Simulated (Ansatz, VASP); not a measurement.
Two plane-wave programs on AlNi3

File INCAR:

```
PREC = Accurate
ENCUT = 520
EDIFF = 1E-6
ISMEAR = 0
SIGMA = 0.05
LREAL = F
LASPH = T
NELM = 150
ALGO = Fast
ISIF = 2
LWAVE = F
LCHARG = T
ISPIN = 2
MAGMOM = 0 0.24 0.24 0.24
LORBIT = 11
LMAXMIX = 4
GGA = CA
LELF = T
LVHAR = T
NBANDS = 28
```

Contents of KPOINTS:

```
regular mesh
0
Gamma
  12 12 12
```

Contents of POSCAR:

```
AlNi3
1.0
    3.5036428636      0.0000000000      0.0000000000
    0.0000000000      3.5036428636      0.0000000000
    0.0000000000      0.0000000000      3.5036428636
Al Ni
1 3
Direct
    0.0000000000      0.0000000000      0.0000000000
    0.0000000000      0.5000000000      0.5000000000
    0.5000000000      0.0000000000      0.5000000000
    0.5000000000      0.5000000000      0.0000000000
```

Input for Ansatz:

```yaml
crystal:
  lattice:
    - [3.5036428636, 0.0, 0.0]
    - [0.0, 3.5036428636, 0.0]
    - [0.0, 0.0, 3.5036428636]
  atoms:
    - { symbol: Al, position: [0.0, 0.0, 0.0] }
    - { symbol: Ni, position: [0.0, 0.5, 0.5], spin: 0.24 }
    - { symbol: Ni, position: [0.5, 0.0, 0.5], spin: 0.24 }
    - { symbol: Ni, position: [0.5, 0.5, 0.0], spin: 0.24 }
basis:
  ecutwfc: 420
  ecutrho_ratio: 4
kpoints:
  mp_grid: { grid: [12, 12, 12] }
hamiltonian:
  xc: lda
scf:
  occupations: { method: gaussian, width: 0.05 }
output:
  forces: true
  stress: true
  eigenvalues: true
  populations: true
magnetization:
  spin_polarized: true
```

Alike in both runs: task single point; functional LDA; k mesh 12 × 12 × 12; occupations gaussian, width 0.05 eV; collinear spin.

```csv
,VASP,Ansatz
version,VASP 6.6.1,Ansatz 0.2.0
potentials or method,"VASP PAW LDA potentials, release 64 (Al, Ni), cutoff 520 eV","scalar-relativistic, plane waves, PAW"
valence electrons in the cell,33,57
```

|  | VASP | Ansatz | Ansatz less VASP |
| --- | --- | --- | --- |
| gap on the k mesh at the Fermi level (eV) | none | none | - |
| pressure (GPa) | -4.2 | -4.2 | -0.05 |
| net moment per atom (μB) | 0.00 | 0.16 | +0.158 |
| size of the moment on the site where the two differ most (μB) | 0.00 | 0.23 | +0.229 |

The net moments are unlike, so the other rows may belong to different states. LDA's correlation is that of Perdew and Zunger in VASP and of Perdew and Wang (1992) in Ansatz. Site moments also hang on the region over which each program counts them. A gap of «none» marks a metal or a gap that the smearing closes. VASP's potentials hold 33 valence electrons a cell and Ansatz's 57, so a difference there can come from the potentials and not from the codes.
